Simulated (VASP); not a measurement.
**GaP: single point with PBE**

Crystal: GaP.

```xyz
2
Lattice="0.0000 2.5807 2.5807 2.5807 0.0000 2.5807 2.5807 2.5807 0.0000" Properties=species:S:1:pos:R:3 pbc="T T T"
Ga    2.5807    2.5807    2.5807
P     0.0000    0.0000    0.0000
```

```yaml
Program: VASP 6.6.1
Task: single point
Functional: PBE
Potentials_or_basis: VASP PAW PBE potentials, release 64 (Ga_d, P)
Cutoff: 500 eV
k_mesh: 6 × 6 × 6
Occupations: gaussian, width 0.2 eV
Spin: no spin polarisation
Dipole_correction: no
Further_INCAR_settings: ALGO = Normal; EDIFF = 1e-06; NBANDS = 16
```

```yaml
Pressure: -0.1 GPa
Band_gap_on_the_k_mesh: zero (band 9 reaches 6.95 eV, above the bottom of band 10 at 3.75 eV)
```

Levels at points of the mesh, in eV from the Fermi level:
```
           k point  band 6  band 7  band 8  band 9  band 10  band 11  band 12  band 13
(0.00, 0.00, 0.00)  -13.24   -0.07   -0.07   -0.07     1.35     7.02     7.02     7.02
(0.50, 0.00, 0.00)  -10.48   -7.86    0.11    0.11     2.96     2.96     3.07     5.09
(0.50, 0.50, 0.00)   -9.42   -5.88   -3.22   -2.72    -2.72     3.34    10.81    10.81
```

Wall time 23 s on 1 thread of AMD EPYC 7R13, on a shared host, peak memory 0.12 GiB.
